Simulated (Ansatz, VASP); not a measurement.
## One calculation of TaN, two programs

```
Ta N
1.0
    -0.25676    2.05778    2.05778
     2.05778   -0.25676    2.05778
     2.05778    2.05778   -0.25676
Ta N
1 1
Direct
  0.50000 0.50000 0.50000
  0.00000 0.00000 0.00000
```

Alike in both runs: task single point; functional PBE; k mesh 20 × 20 × 20; occupations gaussian, width 0.15 eV; no spin polarisation.

|  | VASP | Ansatz |
| --- | --- | --- |
| version | VASP 6.6.1 | Ansatz 0.2.0 |
| potentials or method | VASP PAW PBE potentials, release 64 (Ta_pv, N), cutoff 520 eV | scalar-relativistic, plane waves, PAW |
| valence electrons in the cell | 16 | 18 |

```tsv
	VASP	Ansatz	Ansatz less VASP
gap on the k mesh at the Fermi level (eV)	none	none	-
pressure (GPa)	16.6	15.4	-1.20
traceless stress, the component that is largest in VASP (GPa)	10.88	10.99	+0.112
```

A gap of «none» marks a metal or a gap that the smearing closes. VASP's potentials hold 16 valence electrons a cell and Ansatz's 18, so a difference there can come from the potentials and not from the codes.

Neither program's run includes spin-orbit coupling.
